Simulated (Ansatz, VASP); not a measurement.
**Ta in VASP and in Ansatz**

File INCAR:

```
SYSTEM = Ta
  ALGO = Fast
  EDIFF = 1E-6
  ENCUT = 520
  GGA = PS
  ISIF = 2
  ISMEAR = 0
  LASPH = .TRUE.
  LCHARG = .FALSE.
  LREAL = .FALSE.
  LWAVE = .FALSE.
  NBANDS = 54
  NELM = 100
  PREC = Accurate
  SIGMA = 0.15
```

Contents of KPOINTS:

```
k-points
0
G
  10 10 10
  0 0 0
```

POSCAR

```
Ta
1.0
   -3.3025600000     -3.3025600000      3.3025600000
   -3.3025600000      3.3025600000     -3.3025600000
    3.3025600000     -3.3025600000     -3.3025600000
Ta
8
Direct
    0.5000000000      0.5000000000      0.5000000000
    0.0000000000      0.5000000000      0.5000000000
    0.5000000000      0.0000000000      0.5000000000
    0.0000000000      0.0000000000      0.5000000000
    0.5000000000      0.5000000000      0.0000000000
    0.0000000000      0.5000000000      0.0000000000
    0.5000000000      0.0000000000      0.0000000000
    0.0000000000      0.0000000000      0.0000000000
```

Input for Ansatz:

```yaml
crystal:
  lattice:
    - [-3.30256, -3.30256, 3.30256]
    - [-3.30256, 3.30256, -3.30256]
    - [3.30256, -3.30256, -3.30256]
  atoms:
    - { symbol: Ta, position: [0.5, 0.5, 0.5] }
    - { symbol: Ta, position: [0.0, 0.5, 0.5] }
    - { symbol: Ta, position: [0.5, 0.0, 0.5] }
    - { symbol: Ta, position: [0.0, 0.0, 0.5] }
    - { symbol: Ta, position: [0.5, 0.5, 0.0] }
    - { symbol: Ta, position: [0.0, 0.5, 0.0] }
    - { symbol: Ta, position: [0.5, 0.0, 0.0] }
    - { symbol: Ta, position: [0.0, 0.0, 0.0] }
basis:
  ecutwfc: 420
kpoints:
  mp_grid: { grid: [10, 10, 10] }
hamiltonian:
  xc: pbesol
scf:
  occupations: { method: gaussian, width: 0.15 }
output:
  forces: true
  stress: true
  eigenvalues: true
  write_density: true
  write_potential: true
  elf: true
  volumetric_format: npy
```

Alike in both runs: task single point; functional PBEsol; k mesh 10 × 10 × 10; occupations gaussian, width 0.15 eV; no spin polarisation.

|  | VASP | Ansatz |
| --- | --- | --- |
| version | VASP 6.6.1 | Ansatz 0.2.0 |
| potentials or method | VASP PAW PBE potentials, release 64 (Ta_pv), cutoff 520 eV | scalar-relativistic, plane waves, PAW |
| valence electrons in the cell | 88 | 104 |

|  | VASP | Ansatz | Ansatz less VASP |
| --- | --- | --- | --- |
| gap on the k mesh at the Fermi level (eV) | none | none | - |
| pressure (GPa) | -3.6 | -3.8 | -0.14 |

VASP's potentials were made for PBE, not for PBEsol. A gap of «none» marks a metal or a gap that the smearing closes. The functional is the same, so the differences come from potentials, cutoffs and numerics. VASP's potentials hold 88 valence electrons a cell and Ansatz's 104, so a difference there can come from the potentials and not from the codes.

Spin-orbit coupling is off throughout.
